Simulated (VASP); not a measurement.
Set up this calculation in VASP 6.6.1, as the native input.

```yaml
Task: single point
Functional: revPBE
Potentials_or_basis: VASP PAW PBE potentials, release 64 (Si, Sc_sv)
Cutoff: 500 eV
k_mesh: 6 × 6 × 5
Occupations: fermi-dirac, width 0.1 eV
Spin: no spin polarisation
Dipole_correction: no
Further_INCAR_settings: ALGO = Normal; EDIFF = 1e-06; NBANDS = 16
```

The structure of ScSi2 lies in POSCAR:

```
ScSi2
1.0
    3.6208220000      0.0000000000      0.0000000000
   -1.8104110000      3.1357250000      0.0000000000
    0.0000000000      0.0000000000      3.8231370000
Si Sc
2 1
Direct
    0.3333000000      0.6667000000      0.5000000000
    0.6666000000      0.3333000000      0.5000000000
    0.0000000000      0.0000000000      0.0000000000
```

One way to write it, as run:

INCAR

```
SYSTEM = ScSi2
ALGO = Normal
EDIFF = 1E-6
ENCUT = 500
GGA = RE
GGA_COMPAT = .FALSE.
ISIF = 2
ISMEAR = -1
LASPH = .TRUE.
LCHARG = .TRUE.
LELF = .TRUE.
LREAL = .FALSE.
LVHAR = .TRUE.
LWAVE = .FALSE.
NBANDS = 16
NELM = 120
PREC = Accurate
SIGMA = 0.1
```

KPOINTS

```
k-points
0
G
  6 6 5
  0 0 0
```

Potentials or basis: VASP PAW PBE potentials, release 64 (Si, Sc_sv).

The run is started by

```console
$ cat potpaw_PBE.64/Si/POTCAR potpaw_PBE.64/Sc_sv/POTCAR > POTCAR
$ mpirun -np 1 vasp_std > vasp.out
```

It gave:

```
Pressure      : 34.4 GPa
Largest force : 0.006 eV/Å
```

Caveat: the PAW data sets were made with another functional, which shifts forces and pressure a little.

Run time: 47 s on 1 thread of Intel Xeon 8259CL (shared host), peak memory 0.17 GiB.
